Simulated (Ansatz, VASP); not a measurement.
One calculation of HgTe, two programs

```
Hg Te
1.0
     6.15215    0.00000    0.00000
     0.00000    6.15215    0.00000
     0.00000    0.00000    6.15215
Hg Te
4 4
Cartesian
  1.5330 4.6192 1.5330
  4.6192 1.5330 1.5330
  4.6192 4.6192 4.6192
  1.5330 1.5330 4.6192
  4.6126 1.5396 4.6126
  1.5396 4.6126 4.6126
  1.5396 1.5396 1.5396
  4.6126 4.6126 1.5396
```

Alike in both runs: functional PBE; k mesh 4 × 4 × 4; occupations gaussian, width 0.1 eV; no spin polarisation.

Ansatz relaxed the structure, and its values are those at the end. VASP's run is a single point on that final structure, the one shown.

|  | VASP | Ansatz |
| --- | --- | --- |
| version | VASP 6.6.1 | Ansatz 0.2.0 |
| potentials or method | VASP PAW PBE potentials, release 64 (Hg, Te), cutoff 520 eV | scalar-relativistic, plane waves, PAW |
| valence electrons in the cell | 72 | 144 |

|  | VASP | Ansatz | Ansatz less VASP |
| --- | --- | --- | --- |
| gap on the k mesh at the Fermi level (eV) | none | none | - |
| pressure (GPa) | 0.1 | 0.0 | -0.10 |
| rms of the force components (eV/Å) | 0.004 | 0.004 | 0.0000 |

A gap of «none» marks a metal or a gap that the smearing closes. VASP's potentials hold 72 valence electrons a cell and Ansatz's 144, so a difference there can come from the potentials and not from the codes.

Spin-orbit coupling is off throughout.
